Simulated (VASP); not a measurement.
# BAs (F-43m) in VASP: a series of runs

Runs on BAs. Level: PBEsol. Tasks: single point, relaxation of cell and atoms.

Everything below comes from runs of VASP 6.6.1. Logs are shortened: lines on timing, memory, paths and dates and some standing lists are left out, and cuts for length are marked.

## 1. The cell of the first run

The structure is cubic, space group F-43m (No. 216). Conventional cell: a = 4.768 Å, b = 4.768 Å, c = 4.768 Å, α = 90.00°, β = 90.00°, γ = 90.00°. B (site symmetry -43m) has 4 As at 2.06 Å within 2.7 Å. As (site symmetry -43m) has 4 B at 2.06 Å within 2.7 Å.

## 2. Single point, PBEsol

Contents of INCAR:

```
ALGO = Normal ; EDIFF = 1E-7
ENCUT = 520 ; GGA = PS
ISIF = 2 ; ISMEAR = 0
LASPH = True ; LCHARG = False
LREAL = False ; LWAVE = False
NBANDS = 11 ; NELM = 100
PREC = Accurate ; SIGMA = 0.01
```

Contents of KPOINTS:

```
k-points
0
Gamma
  10 10 10
```

Contents of POSCAR:

```
BAs
1.0
    0.0000000000      2.3839433643      2.3839433643
    2.3839433643      0.0000000000      2.3839433643
    2.3839433643      2.3839433643      0.0000000000
B As
1 1
Direct
    0.0000000000      0.0000000000      0.0000000000
    0.2500000000      0.2500000000      0.2500000000
```

Potentials or basis: VASP PAW PBE potentials, release 64 (B, As).

On the command line:

```bash
$ cat potpaw_PBE.64/B/POTCAR potpaw_PBE.64/As/POTCAR > POTCAR
$ mpirun -np 1 vasp_std > vasp.out
```

OUTCAR:

```text
EDIFF = 1E-7
   ENCUT = 520
   GGA = PS
   ISIF = 2
   ISMEAR = 0
   LASPH = True
   LREAL = False
   NELM = 100
   PREC = Accurate

 ion  position               nearest neighbor table
   1  0.000  0.000  0.000-   2 2.06   2 2.06   2 2.06   2 2.06
   2  0.250  0.250  0.250-   1 2.06   1 2.06   1 2.06   1 2.06

  LATTYP: Found a face centered cubic cell.
 ALAT       =     4.7678867286

  Lattice vectors:

 A1 = (   0.0000000000,   2.3839433643,   2.3839433643)
 A2 = (   2.3839433643,   0.0000000000,   2.3839433643)
 A3 = (   2.3839433643,   2.3839433643,   0.0000000000)

Analysis of symmetry for initial positions (statically):
=====================================================================
 Subroutine PRICEL returns:
 Original cell was already a primitive cell.

 Routine SETGRP: Setting up the symmetry group for a
 face centered cubic supercell.

 Subroutine GETGRP returns: Found 24 space group operations
 (whereof 24 operations were pure point group operations)
 out of a pool of 48 trial point group operations.

The static configuration has the point symmetry T_d .

Analysis of symmetry for dynamics (positions and initial velocities):
=====================================================================
 Subroutine PRICEL returns:
 Original cell was already a primitive cell.

 Routine SETGRP: Setting up the symmetry group for a
 face centered cubic supercell.

 Subroutine GETGRP returns: Found 24 space group operations
 (whereof 24 operations were pure point group operations)
 out of a pool of 48 trial point group operations.

The dynamic configuration has the point symmetry T_d .

 Subroutine INISYM returns: Found 24 space group operations
 (whereof 24 operations are pure point group operations),
 and found     1 'primitive' translations

----------------------------------------------------------------------------------------

                                     Primitive cell

  volume of cell :      27.0968

  direct lattice vectors                    reciprocal lattice vectors
     0.000000000  2.383943364  2.383943364    -0.209736526  0.209736526  0.209736526
     2.383943364  0.000000000  2.383943364     0.209736526 -0.209736526  0.209736526
     2.383943364  2.383943364  0.000000000     0.209736526  0.209736526 -0.209736526

  length of vectors
     3.371405038  3.371405038  3.371405038     0.363274320  0.363274320  0.363274320

  position of ions in fractional coordinates (direct lattice)
     0.000000000  0.000000000  0.000000000
     0.250000000  0.250000000  0.250000000

  ion indices of the primitive-cell ions
   primitive index   ion index
                 1           1
                 2           2

----------------------------------------------------------------------------------------

 KPOINTS: k-points

Automatic generation of k-mesh.
 Grid dimensions read from file:
 generate k-points for:   10   10   10

 Generating k-lattice:

  Cartesian coordinates                     Fractional coordinates (reciprocal lattice)
    -0.020973653  0.020973653  0.020973653     0.100000000  0.000000000  0.000000000
     0.020973653 -0.020973653  0.020973653     0.000000000  0.100000000  0.000000000
     0.020973653  0.020973653 -0.020973653     0.000000000  0.000000000  0.100000000

  Length of vectors
     0.036327432  0.036327432  0.036327432

  Shift w.r.t. Gamma in fractional coordinates (k-lattice)
     0.000000000  0.000000000  0.000000000

 Subroutine IBZKPT returns following result:
 ===========================================

 Found     47 irreducible k-points:

 Following reciprocal coordinates:
            Coordinates               Weight
  0.000000  0.000000  0.000000      1.000000
  0.100000  0.000000  0.000000      8.000000
  0.200000  0.000000  0.000000      8.000000
  0.300000  0.000000  0.000000      8.000000
  0.400000  0.000000  0.000000      8.000000
  0.500000  0.000000  0.000000      4.000000
[... 16 lines left out ...]
  0.300000  0.300000  0.000000      6.000000
  0.400000  0.300000  0.000000     24.000000
 [... further k-points ...]
   k-points           NKPTS =     47   k-points in BZ     NKDIM =     47   number of bands    NBANDS=     11
   number of dos      NEDOS =    301   number of ions     NIONS =      2
   total plane-waves  NPLWV =  21952
   dimension x,y,z NGX =    28 NGY =   28 NGZ =   28
   dimension x,y,z NGXF=    56 NGYF=   56 NGZF=   56
   ions per type =               1   1
   NGX,Y,Z   is equivalent  to a cutoff of  13.81, 13.81, 13.81 a.u.
   NGXF,Y,Z  is equivalent  to a cutoff of  27.61, 27.61, 27.61 a.u.
 SYSTEM =  unknown system
   PREC   = accura    normal or accurate (medium, high low for compatibility)
   ISTART =      0    job   : 0-new  1-cont  2-samecut
   ICHARG =      2    charge: 1-file 2-atom 10-const
   ISPIN  =      1    spin polarized calculation?
   LNONCOLLINEAR =      F non collinear calculations
   LSORBIT =      F    spin-orbit coupling
   LASPH  =      T    aspherical Exc in radial PAW
   ENCUT  =  520.0 eV  38.22 Ry    6.18 a.u.   6.27  6.27  6.27*2*pi/ulx,y,z
   NELM   =    100;   NELMIN=  2; NELMDL= -5     # of ELM steps
   EDIFF  = 0.1E-06   stopping-criterion for ELM
   LREAL  =      F    real-space projection
   EDIFFG = 0.1E-05   stopping-criterion for IOM
   NSW    =      0    number of steps for IOM
   IBRION =     -1    ionic relax: 0-MD 1-quasi-New 2-CG
   NFREE  =      0    steps in history (QN), initial steepest desc. (CG)
   ISIF   =      2    stress and relaxation
   ISYM   =      2    0-nonsym 1-usesym 2-fastsym
   POTIM  = 0.5000    time-step for ionic-motion
   TEBEG  =    0.0;   TEEND  =   0.0 temperature during run
   PSTRESS=    0.0 pullay stress
   NELECT =       8.0000    total number of electrons
   NUPDOWN=      -1.0000    fix difference up-down
   EMIN   =  10.00;   EMAX   =-10.00  energy-range for DOS
   EFERMI =   0.00;   METHOD = LEGACY
   ISMEAR =     0;   SIGMA  =   0.01  broadening in eV -4-tet -1-fermi 0-gaus
   EFERMI_NEDOS =   21; number of points for ismear=-14 and -15
   IALGO  =     38    algorithm
   IMIX   =      4    mixing-type and parameters
     AMIX     =   0.40;   BMIX     =  1.00
     AMIX_MAG =   1.60;   BMIX_MAG =  1.00
  volume/ion in A,a.u.               =      13.55        91.43
  Fermi-wavevector in a.u.,A,eV,Ry     =   1.090098  2.059987 16.167990  1.188314
  Thomas-Fermi vector in A             =   2.226315
   LORBIT       =      0    0 simple, 1 ext, 2 COOP (PROOUT), +10 PAW based schemes
   GGA     = PS    functional components
   LHFCALC =     F    Hartree Fock is set to
   AEXX    =    0.0000 exact exchange contribution
   IVDW    =     0    specifies the selected vdW correction
   LEPSILON=     F    determine dielectric tensor
   LRPA    =     F    only Hartree local field effects (RPA)
 non-spin polarized calculation
 Gauss-broadening in eV      SIGMA  =   0.01
  energy-cutoff  :      520.00
  volume of cell :       27.10
 maximum number of plane-waves:       745
 NGX is ok and might be reduce to    28
   NGX = 13   NGY = 13   NGZ = 13

 number of electron       8.0000000 magnetization

 Free energy of the ion-electron system (eV)
  ---------------------------------------------------
  ext. energy  EPLUGINS =         0.00000000
  ---------------------------------------------------
  free energy    TOTEN  =       -12.20339089 eV

  energy without entropy =      -12.20339089  energy(sigma->0) =      -12.20339089

 E-fermi :   6.1645     XC(G=0): -10.7554

 val. band max:        6.1072380946   @ k =   0.0000   0.0000   0.0000
 cond. band min:       7.1775310298   @ k =   0.4000   0.4000   0.0000
 fundamental gap:      1.0702929352
 Fermi energy:         6.1644784764

 k-point     1 :       0.0000    0.0000    0.0000
  band No.  band energies     occupation
      1      -9.3823      2.00000
      2       6.1072      2.00000
      3       6.1072      2.00000
      4       6.1072      2.00000
      5       9.3543      0.00000
      6       9.3543      0.00000
      7       9.3543      0.00000
      8      10.8618      0.00000
      9      15.4821      0.00000
     10      19.0616      0.00000
     11      19.0616      0.00000

 k-point     2 :       0.1000    0.0000    0.0000
  band No.  band energies     occupation
      1      -9.2168      2.00000
      2       4.6980      2.00000
      3       5.8004      2.00000
      4       5.8004      2.00000
      5       9.5116      0.00000
      6       9.7572      0.00000
      7       9.7572      0.00000
      8      11.7176      0.00000
      9      16.1432      0.00000
     10      17.9373      0.00000
     11      17.9373      0.00000

 k-point     3 :       0.2000    0.0000    0.0000
  band No.  band energies     occupation
      1      -8.7286      2.00000
      2       2.3119      2.00000
      3       5.2192      2.00000
      4       5.2192      2.00000
      5       9.3037      0.00000
      6      10.4782      0.00000
      7      10.4782      0.00000
      8      13.3026      0.00000
      9      17.1574      0.00000
     10      17.2040      0.00000
     11      17.2040      0.00000

 k-point     4 :       0.3000    0.0000    0.0000
  band No.  band energies     occupation
      1      -7.9535      2.00000
      2       0.0003      2.00000
      3       4.7072      2.00000
      4       4.7072      2.00000
      5       9.0353      0.00000
      6      10.8708      0.00000
      7      10.8708      0.00000
      8      14.5063      0.00000
      9      17.2935      0.00000
     10      17.6612      0.00000
     11      17.6612      0.00000
[... 239 lines left out ...]
 k-point    22 :      -0.2000    0.2000    0.0000
  band No.  band energies     occupation
      1      -7.6880      2.00000
      2       0.6060      2.00000
      3       1.9711      2.00000
      4       4.8009      2.00000
      5      10.0207      0.00000
      6      11.2080      0.00000
      7      12.0789      0.00000
      8      13.0720      0.00000
      9      15.9071      0.00000
     10      18.6263      0.00000
     11      20.2394      0.00000

 k-point    23 :       0.3000    0.3000    0.0000
  band No.  band energies     occupation
      1      -7.4513      2.00000
      2       0.8861      2.00000
      3       2.8763      2.00000
      4       2.8763      2.00000
      5       7.4115      0.00000
      6       9.6599      0.00000
      7      14.5729      0.00000
      8      14.5729      0.00000
      9      17.1001      0.00000
     10      21.0715      0.00000
     11      21.2185      0.00000

 k-point    24 :       0.4000    0.3000    0.0000
  band No.  band energies     occupation
      1      -6.7167      2.00000
      2      -0.3690      2.00000
      3       2.0736      2.00000
      4       2.5771      2.00000
      5       7.7108      0.00000
      6       9.4009      0.00000
      7      14.9503      0.00000
      8      15.1859      0.00000
      9      18.1457      0.00000
     10      21.8647      0.00000
     11      21.9876      0.00000

 [... further k-points ...]

------------------------ aborting loop because EDIFF is reached ----------------------------------------

  FORCE on cell =-STRESS in cart. coord.  units (eV):
  Direction    XX          YY          ZZ          XY          YZ          ZX
  --------------------------------------------------------------------------------------
  -------------------------------------------------------------------------------------
  Total        0.1483326      0.1483326      0.1483326     -0.0000000      0.0000000     -0.0000000
  in kB        8.7706014      8.7706014      8.7706014     -0.0000000      0.0000000     -0.0000000
  external PRESSURE =       8.7706014 kB  Pullay stress =       0.0000000 kB

 VOLUME and BASIS-vectors are now :
 -----------------------------------------------------------------------------
  energy-cutoff  :      520.00
  volume of cell :       27.10
      direct lattice vectors                 reciprocal lattice vectors
     0.000000000  2.383943364  2.383943364    -0.209736526  0.209736526  0.209736526
     2.383943364  0.000000000  2.383943364     0.209736526 -0.209736526  0.209736526
     2.383943364  2.383943364  0.000000000     0.209736526  0.209736526 -0.209736526

 POSITION                                       TOTAL-FORCE (eV/Angst)
 -----------------------------------------------------------------------------------
      0.00000      0.00000      0.00000        -0.000000     -0.000000     -0.000000
      1.19197      1.19197      1.19197         0.000000      0.000000      0.000000
 -----------------------------------------------------------------------------------
    total drift:                               -0.000000     -0.000000     -0.000000

  FREE ENERGIE OF THE ION-ELECTRON SYSTEM (eV)
  ---------------------------------------------------
  free  energy   TOTEN  =       -12.2033908905 eV

  energy  without entropy=      -12.2033908905  energy(sigma->0) =      -12.20339089
```

Wall time 8.6 s (1 thread of Intel Xeon 6975P-C (Granite Rapids), shared host); peak memory 0.16 GiB.

What came out:

| Property | Result |
| --- | --- |
| Free energy | -12.2034 eV |
| Pressure | 0.9 GPa |
| Band gap on the k mesh | 1.07 eV, indirect (least direct gap 3.25 eV) |

Caveat: the PAW data sets were made with another functional, which shifts forces and pressure a little. As with any semilocal functional, this PBEsol gap is likely too small.

## 3. Relaxation of cell and atoms, PBEsol

This run uses another cell than the first one, of 13.63 Å³/atom, 1.006 times its volume.

Contents of INCAR:

```
  ALGO = Normal
  EDIFF = 1E-7
  EDIFFG = -0.01
  ENCUT = 600
  GGA = PS
  IBRION = 2
  ISIF = 3
  ISMEAR = 0
  LASPH = True
  LCHARG = False
  LREAL = False
  LWAVE = False
  NELM = 80
  NSW = 80
  PREC = Accurate
  SIGMA = 0.01
```

KPOINTS is that of step 2.

Contents of POSCAR:

```
BAs
1.0
    0.0000000000      2.3885000000      2.3885000000
    2.3885000000      0.0000000000      2.3885000000
    2.3885000000      2.3885000000      0.0000000000
B As
1 1
Direct
    0.0000000000      0.0000000000      0.0000000000
    0.2500000000      0.2500000000      0.2500000000
```

Potentials or basis: VASP PAW PBE potentials, release 64 (B, As).

On the command line:

```bash
$ cat potpaw_PBE.64/B/POTCAR potpaw_PBE.64/As/POTCAR > POTCAR
$ mpirun -np 1 vasp_std > vasp.out
```

Wall time 6.9 s (1 thread of Intel Xeon 6975P-C (Granite Rapids), shared host); peak memory 0.15 GiB.

It converged, with:

```yaml
Free_energy: -12.2048 eV
Pressure_after_relaxing: 0.1 GPa
Band_gap_on_the_k_mesh: 1.08 eV, indirect (least direct gap 3.24 eV)
```

Final structure:
```
CELL_PARAMETERS angstrom
0.00000 2.38850 2.38850
2.38850 0.00000 2.38850
2.38850 2.38850 0.00000
ATOMIC_POSITIONS crystal
B 0.00000 0.00000 0.00000
As 0.25000 0.25000 0.25000
```

Levels at points of the mesh, in eV from the valence-band top:
| k point | band 1 | band 2 | band 3 | band 4 | band 5 | band 6 | band 7 | band 8 |
| --- | --- | --- | --- | --- | --- | --- | --- | --- |
| (0.00, 0.00, 0.00) | -15.44 | 0.00 | 0.00 | 0.00 | 3.24 | 3.24 | 3.24 | 4.68 |
| (0.50, 0.00, 0.00) | -12.55 | -8.83 | -1.83 | -1.83 | 2.65 | 4.73 | 4.73 | 8.71 |
| (0.50, 0.50, 0.00) | -11.24 | -8.53 | -4.11 | -4.11 | 1.31 | 1.34 | 11.34 | 11.34 |

Caveat: the relaxation stopped at its first step, so nothing moved; the PAW data sets were made with another functional, which shifts forces and pressure a little.
